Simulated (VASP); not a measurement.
Input of a VASP 6.6.1 run:

INCAR

```
ALGO = Normal
EDIFF = 1E-6
ENCUT = 520
ISIF = 2
ISMEAR = 0
LASPH = True
LCHARG = False
LREAL = False
LWAVE = False
NBANDS = 11
NELM = 80
PREC = Accurate
SIGMA = 0.01
```

File KPOINTS:

```
k-points
0
Gamma
  10 10 10
```

The input POSCAR:

```
AlN
1.0
    2.1397308237      2.1397308237      0.0000000000
   -2.1397308237      2.1397308237      0.0000000000
    0.0000000000      2.1397308237      2.1397308237
Al N
1 1
Direct
    0.0000000000      0.0000000000      0.0000000000
    0.2500000000      0.7500000000      0.5000000000
```

Potentials or basis: VASP PAW LDA potentials, release 64 (Al, N).

Command:

```bash
$ cat potpaw_LDA.64/Al/POTCAR potpaw_LDA.64/N/POTCAR > POTCAR
$ mpirun -np 1 vasp_std > vasp.out
```

(1) Estimate the pressure.

(2) Estimate the band gap on the k mesh.

## Answers

(1) 10.8 GPa.

(2) 3.25 eV, indirect (least direct gap 4.79 eV).
